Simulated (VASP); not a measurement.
# Pb8O in VASP: notebook

The runs below take Pb8O through single point, with PBE.

Everything below comes from runs of VASP 6.6.1. Logs are shortened: lines on timing, memory, paths and dates and some standing lists are left out, and cuts for length are marked.

## 1. The cell of the first run

The cell holds a slab with vacuum, 9 atoms: a = 7.130 Å, b = 7.130 Å, c = 18.123 Å, α = 90.00°, β = 90.00°, γ = 120.00°.

## 2. Single point, PBE

Contents of INCAR:

```
SYSTEM = Pb8O
PREC     = Accurate       ! precision mode
ENCUT    = 520            ! plane-wave cutoff, eV
EDIFF    = 1E-6           ! SCF threshold, eV
ISMEAR   = 0              ! smearing method
SIGMA    = 0.1            ! smearing width, eV
LREAL    = .False.        ! projectors in reciprocal space
LASPH    = .True.         ! aspherical terms in the spheres
NELM     = 60             ! most SCF steps
ALGO     = Fast           ! electronic algorithm
ISIF     = 2              ! what is computed and relaxed
LWAVE    = .False.        ! write WAVECAR
LCHARG   = .False.        ! write CHGCAR
LDIPOL   = .True.       
IDIPOL   = 3            
DIPOL    = 0.5 0.5 0.313
GGA      = PE             ! functional
NBANDS   = 69             ! bands
```

Contents of KPOINTS:

```
Automatic mesh
0
Gamma
  6 6 1
  0 0 0
```

Contents of POSCAR:

```
Pb8O
1.0
    7.1295023335      0.0000000000      0.0000000000
   -3.5647511668      6.1743301372      0.0000000000
    0.0000000000      0.0000000000     18.1234889141
Pb O
8 1
Direct
    0.3333333333      0.1666666667      0.2207080557
    0.3333333333      0.6666666667      0.2207080557
    0.8333333333      0.1666666667      0.2207080557
    0.8333333333      0.6666666667      0.2207080557
    0.1666666667      0.3333333333      0.3654643400
    0.1666666667      0.8333333333      0.3654643400
    0.6666666667      0.3333333333      0.3654643400
    0.6666666667      0.8333333333      0.3654643400
    0.1666666667      0.3333333333      0.4751172718
```

Potentials or basis: VASP PAW PBE potentials, release 64 (Pb_d, O).

The run is started by

```
cat potpaw_PBE.64/Pb_d/POTCAR potpaw_PBE.64/O/POTCAR > POTCAR
mpirun -np 1 vasp_std > vasp.out
```

OUTCAR:

```text
SYSTEM = Pb8O
   PREC = Accurate
   ENCUT = 520
   EDIFF = 1E-6
   ISMEAR = 0
   LREAL = .False.
   LASPH = .True.
   NELM = 60
   ISIF = 2
   GGA = PE

 ion  position               nearest neighbor table
   1  0.333  0.167  0.221-   5 3.33   7 3.33   6 3.33   3 3.56   3 3.56   4 3.56   4 3.56   2 3.56
                             2 3.56
   2  0.333  0.667  0.221-   6 3.33   8 3.33   5 3.33   4 3.56   4 3.56   3 3.56   3 3.56   1 3.56
                             1 3.56
   3  0.833  0.167  0.221-   7 3.33   5 3.33   8 3.33   1 3.56   1 3.56   2 3.56   2 3.56   4 3.56
                             4 3.56
   4  0.833  0.667  0.221-   8 3.33   6 3.33   7 3.33   2 3.56   2 3.56   1 3.56   1 3.56   3 3.56
                             3 3.56
   5  0.167  0.333  0.365-   9 1.99   1 3.33   3 3.33   2 3.33   7 3.56   7 3.56   8 3.56   8 3.56
                             6 3.56   6 3.56
   6  0.167  0.833  0.365-   2 3.33   4 3.33   1 3.33   8 3.56   8 3.56   7 3.56   7 3.56   5 3.56
                             5 3.56
   7  0.667  0.333  0.365-   3 3.33   1 3.33   4 3.33   5 3.56   5 3.56   6 3.56   6 3.56   8 3.56
                             8 3.56
   8  0.667  0.833  0.365-   4 3.33   2 3.33   3 3.33   6 3.56   6 3.56   5 3.56   5 3.56   7 3.56
                             7 3.56
   9  0.167  0.333  0.475-   5 1.99

  LATTYP: Found a hexagonal cell.
 ALAT       =     7.1295023335
 C/A-ratio  =     2.5420412346

  Lattice vectors:

 A1 = (   7.1295023335,   0.0000000000,   0.0000000000)
 A2 = (  -3.5647511668,   6.1743301372,   0.0000000000)
 A3 = (   0.0000000000,   0.0000000000,  18.1234889141)

Analysis of symmetry for initial positions (statically):
=====================================================================
 Subroutine PRICEL returns:
 Original cell was already a primitive cell.

 Routine SETGRP: Setting up the symmetry group for a
 hexagonal supercell.

 Subroutine GETGRP returns: Found  6 space group operations
 (whereof  2 operations were pure point group operations)
 out of a pool of 24 trial point group operations.

The static configuration has the point symmetry C_1h.
 The point group associated with its full space group is C_3v.

Analysis of symmetry for dynamics (positions and initial velocities):
=====================================================================
 Subroutine PRICEL returns:
 Original cell was already a primitive cell.

 Routine SETGRP: Setting up the symmetry group for a
 hexagonal supercell.

 Subroutine GETGRP returns: Found  6 space group operations
 (whereof  2 operations were pure point group operations)
 out of a pool of 24 trial point group operations.

The dynamic configuration has the point symmetry C_1h.
 The point group associated with its full space group is C_3v.

 Subroutine INISYM returns: Found  6 space group operations
 (whereof  2 operations are pure point group operations),
 and found     1 'primitive' translations

----------------------------------------------------------------------------------------

                                     Primitive cell

  volume of cell :     797.7942

  direct lattice vectors                    reciprocal lattice vectors
     7.129502333  0.000000000  0.000000000     0.140262245  0.080980445  0.000000000
    -3.564751167  6.174330137  0.000000000     0.000000000  0.161960889  0.000000000
     0.000000000  0.000000000 18.123488914     0.000000000  0.000000000  0.055177014

  length of vectors
     7.129502333  7.129502334 18.123488914     0.161960889  0.161960889  0.055177014

  position of ions in fractional coordinates (direct lattice)
     0.333333333  0.166666667  0.220708056
     0.333333333  0.666666667  0.220708056
     0.833333333  0.166666667  0.220708056
     0.833333333  0.666666667  0.220708056
     0.166666667  0.333333333  0.365464340
     0.166666667  0.833333333  0.365464340
     0.666666667  0.333333333  0.365464340
     0.666666667  0.833333333  0.365464340
     0.166666667  0.333333333  0.475117272

  ion indices of the primitive-cell ions
   primitive index   ion index
                 1           1
                 2           2
                 3           3
                 4           4
                 5           5
                 6           6
                 7           7
                 8           8
                 9           9

----------------------------------------------------------------------------------------

 KPOINTS: Automatic mesh

Automatic generation of k-mesh.
 Grid dimensions read from file:
 generate k-points for:    6    6    1

 Generating k-lattice:

  Cartesian coordinates                     Fractional coordinates (reciprocal lattice)
     0.023377041  0.013496741  0.000000000     0.166666667  0.000000000  0.000000000
     0.000000000  0.026993482  0.000000000     0.000000000  0.166666667  0.000000000
     0.000000000  0.000000000  0.055177014     0.000000000  0.000000000  1.000000000

  Length of vectors
     0.026993482  0.026993482  0.055177014

  Shift w.r.t. Gamma in fractional coordinates (k-lattice)
     0.000000000  0.000000000  0.000000000

 Subroutine IBZKPT returns following result:
 ===========================================

 Found      7 irreducible k-points:

 Following reciprocal coordinates:
            Coordinates               Weight
  0.000000  0.000000  0.000000      1.000000
  0.166667  0.000000  0.000000      6.000000
  0.333333 -0.000000  0.000000      6.000000
  0.500000  0.000000  0.000000      3.000000
  0.166667  0.166667  0.000000      6.000000
  0.333333  0.166667  0.000000     12.000000
  0.333333  0.333333  0.000000      2.000000
   k-points           NKPTS =      7   k-points in BZ     NKDIM =      7   number of bands    NBANDS=     69
   number of dos      NEDOS =    301   number of ions     NIONS =      9
   total plane-waves  NPLWV = 408240
   dimension x,y,z NGX =    54 NGY =   54 NGZ =  140
   dimension x,y,z NGXF=   108 NGYF=  108 NGZF=  280
   ions per type =               8   1
   NGX,Y,Z   is equivalent  to a cutoff of  12.59, 12.59, 12.84 a.u.
   NGXF,Y,Z  is equivalent  to a cutoff of  25.18, 25.18, 25.68 a.u.
 SYSTEM =  Pb8O
   PREC   = accura    normal or accurate (medium, high low for compatibility)
   ISTART =      0    job   : 0-new  1-cont  2-samecut
   ICHARG =      2    charge: 1-file 2-atom 10-const
   ISPIN  =      1    spin polarized calculation?
   LNONCOLLINEAR =      F non collinear calculations
   LSORBIT =      F    spin-orbit coupling
   LASPH  =      T    aspherical Exc in radial PAW
   ENCUT  =  520.0 eV  38.22 Ry    6.18 a.u.  13.26 13.26 33.70*2*pi/ulx,y,z
   NELM   =     60;   NELMIN=  2; NELMDL= -5     # of ELM steps
   EDIFF  = 0.1E-05   stopping-criterion for ELM
   LREAL  =      F    real-space projection
[... 7 lines left out ...]
   TEBEG  =    0.0;   TEEND  =   0.0 temperature during run
   PSTRESS=    0.0 pullay stress
   NELECT =     118.0000    total number of electrons
   NUPDOWN=      -1.0000    fix difference up-down
   EMIN   =  10.00;   EMAX   =-10.00  energy-range for DOS
   EFERMI =   0.00;   METHOD = LEGACY
   ISMEAR =     0;   SIGMA  =   0.10  broadening in eV -4-tet -1-fermi 0-gaus
   EFERMI_NEDOS =   21; number of points for ismear=-14 and -15
   IALGO  =     68    algorithm
   IMIX   =      4    mixing-type and parameters
     AMIX     =   0.40;   BMIX     =  1.00
     AMIX_MAG =   1.60;   BMIX_MAG =  1.00
  volume/ion in A,a.u.               =      88.64       598.20
  Fermi-wavevector in a.u.,A,eV,Ry     =   0.865775  1.636078 10.198477  0.749567
  Thomas-Fermi vector in A             =   1.984068
   LORBIT       =      0    0 simple, 1 ext, 2 COOP (PROOUT), +10 PAW based schemes
   GGA     = PE    functional components
   LHFCALC =     F    Hartree Fock is set to
   AEXX    =    0.0000 exact exchange contribution
   IVDW    =     0    specifies the selected vdW correction
   LEPSILON=     F    determine dielectric tensor
   LRPA    =     F    only Hartree local field effects (RPA)
 non-spin polarized calculation
 RMM-DIIS sequential band-by-band and
 Gauss-broadening in eV      SIGMA  =   0.10
  energy-cutoff  :      520.00
  volume of cell :      797.79
 maximum number of plane-waves:     21505
 NGX is ok and might be reduce to    54
   NGX = 27   NGY = 27   NGZ = 67

 number of electron     118.0000031 magnetization

 dipolmoment           0.000000      0.000000      0.494445 electrons x Angstroem

 Free energy of the ion-electron system (eV)
  ---------------------------------------------------
  ext. energy  EPLUGINS =         0.00000000
  ---------------------------------------------------
  free energy    TOTEN  =       -31.95749669 eV

  energy without entropy =      -31.93171335  energy(sigma->0) =      -31.94460502

 E-fermi :  -1.1364     XC(G=0):  -4.0104

 val. band max:       -1.1495937841   @ k =   0.5000   0.0000   0.0000
 cond. band min:      -0.9916848439   @ k =   0.5000   0.0000   0.0000
 fundamental gap:      0.1579089402
 Fermi energy:        -1.1364282389

 k-point     1 :       0.0000    0.0000    0.0000
  band No.  band energies     occupation
      1     -19.0263      2.00000
      2     -18.2051      2.00000
      3     -18.2051      2.00000
      4     -18.1975      2.00000
      5     -18.1426      2.00000
      6     -18.1271      2.00000
[... 61 lines left out ...]
     68       1.8715      0.00000
     69       3.0256      0.00000

 k-point     2 :       0.1667    0.0000    0.0000
  band No.  band energies     occupation
      1     -19.0261      2.00000
      2     -18.1984      2.00000
      3     -18.1900      2.00000
      4     -18.1852      2.00000
      5     -18.1367      2.00000
      6     -18.1285      2.00000
[... 349 lines left out ...]
     68       1.6924      0.00000
     69       1.8984      0.00000

 k-point     7 :       0.3333    0.3333    0.0000
  band No.  band energies     occupation
      1     -19.0256      2.00000
      2     -18.1462      2.00000
      3     -18.1457      2.00000
      4     -18.1436      2.00000
      5     -18.1354      2.00000
      6     -18.1075      2.00000
[... 61 lines left out ...]
     68       1.8908      0.00000
     69       2.0276      0.00000

------------------------ aborting loop because EDIFF is reached ----------------------------------------

 vacuum level on the upper side and lower side of the slab       (xc-potential included)         0.885        -1.095

  FORCE on cell =-STRESS in cart. coord.  units (eV):
  Direction    XX          YY          ZZ          XY          YZ          ZX
  --------------------------------------------------------------------------------------
  -------------------------------------------------------------------------------------
  Total       -1.1924149     -1.1924149      2.7959920      0.0000000     -0.0000000      0.0000000
  in kB       -2.3946778     -2.3946778      5.6150760      0.0000000     -0.0000000      0.0000000
  external PRESSURE =       0.2752401 kB  Pullay stress =       0.0000000 kB

 VOLUME and BASIS-vectors are now :
 -----------------------------------------------------------------------------
  energy-cutoff  :      520.00
  volume of cell :      797.79
      direct lattice vectors                 reciprocal lattice vectors
     7.129502333  0.000000000  0.000000000     0.140262245  0.080980445  0.000000000
    -3.564751167  6.174330137  0.000000000     0.000000000  0.161960889  0.000000000
     0.000000000  0.000000000 18.123488914     0.000000000  0.000000000  0.055177014

 POSITION                                       TOTAL-FORCE (eV/Angst)
 -----------------------------------------------------------------------------------
      1.78238      1.02906      4.00000         0.269732     -0.155730     -0.280097
     -0.00000      4.11622      4.00000        -0.000000      0.311460     -0.280097
      5.34713      1.02906      4.00000        -0.269732     -0.155730     -0.280097
      3.56475      4.11622      4.00000        -0.000000      0.000000     -0.219019
      0.00000      2.05811      6.62349        -0.000000      0.000000      0.153046
     -1.78238      5.14528      6.62349         0.044296      0.025574      0.278246
      3.56475      2.05811      6.62349         0.000000     -0.051149      0.278246
      1.78238      5.14528      6.62349        -0.044296      0.025574      0.278246
      0.00000      2.05811      8.61078        -0.000000      0.000000      0.071525
 -----------------------------------------------------------------------------------
    total drift:                                0.000001     -0.000001     -0.000846

  FREE ENERGIE OF THE ION-ELECTRON SYSTEM (eV)
  ---------------------------------------------------
  free  energy   TOTEN  =       -31.9574966930 eV

  energy  without entropy=      -31.9317133540  energy(sigma->0) =      -31.94460502

 vacuum level on the upper side and lower side of the slab         4.685         2.638
```

Run time: 16 min. Hardware: 1 thread of Oxide Virtual Turin-like, shared host; peak memory 0.91 GiB.

What came out:

* Free energy: -31.9575 eV
* Largest force: 0.419 eV/Å
* Band gap on the k mesh: zero (bands 59 and 60 overlap by 0.03 eV)

Forces in eV/Å, atoms in the order of the input:
```
Pb   0.270 -0.156 -0.280
Pb   0.000  0.311 -0.280
Pb  -0.270 -0.156 -0.280
Pb   0.000  0.000 -0.219
Pb   0.000  0.000  0.153
Pb   0.044  0.026  0.278
Pb   0.000 -0.051  0.278
Pb  -0.044  0.026  0.278
O    0.000  0.000  0.072
```

Levels at points of the mesh, in eV from the Fermi level:
| k point | band 56 | band 57 | band 58 | band 59 | band 60 | band 61 | band 62 | band 63 |
| --- | --- | --- | --- | --- | --- | --- | --- | --- |
| (0.00, 0.00, 0.00) | -2.12 | -0.70 | -0.70 | -0.57 | 1.48 | 1.48 | 1.84 | 2.25 |
| (0.50, 0.00, 0.00) | -1.04 | -0.54 | -0.42 | -0.09 | -0.01 | 0.14 | 1.00 | 1.57 |

Caveat: spin-orbit coupling is left out, which moves the levels of the heavy elements.

(Part 1 of 2 ends here.)

The gap in the log of VASP goes by the Fermi energy; the results here count the filled bands.